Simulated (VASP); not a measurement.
A run of VASP 6.6.1 is set up as follows.

Contents of INCAR:

```
ALGO = Normal ; EDIFF = 1E-6
ENCUT = 520 ; GGA = PE
ISIF = 2 ; ISMEAR = -1
LASPH = True ; LCHARG = False
LREAL = False ; LWAVE = False
NBANDS = 32 ; NELM = 80
PREC = Accurate ; SIGMA = 0.05
```

The input KPOINTS:

```
k-points
0
Gamma
  6 6 6
```

File POSCAR:

```
NbCd3
1.0
    4.1867105570      0.0000000000      0.0000000000
    0.0000000000      4.1867105570      0.0000000000
    0.0000000000      0.0000000000      4.1867105570
Cd Nb
3 1
Direct
    0.5000000000      0.5000000000      0.0000000000
    0.5000000000      0.0000000000      0.5000000000
    0.0000000000      0.5000000000      0.5000000000
    0.0000000000      0.0000000000      0.0000000000
```

Potentials or basis: VASP PAW PBE potentials, release 64 (Cd, Nb_sv).

The run is started by

```console
$ cat potpaw_PBE.64/Cd/POTCAR potpaw_PBE.64/Nb_sv/POTCAR > POTCAR
$ mpirun -np 1 vasp_std > vasp.out
```

Question: Predict the pressure.

Answer: 10.6 GPa.
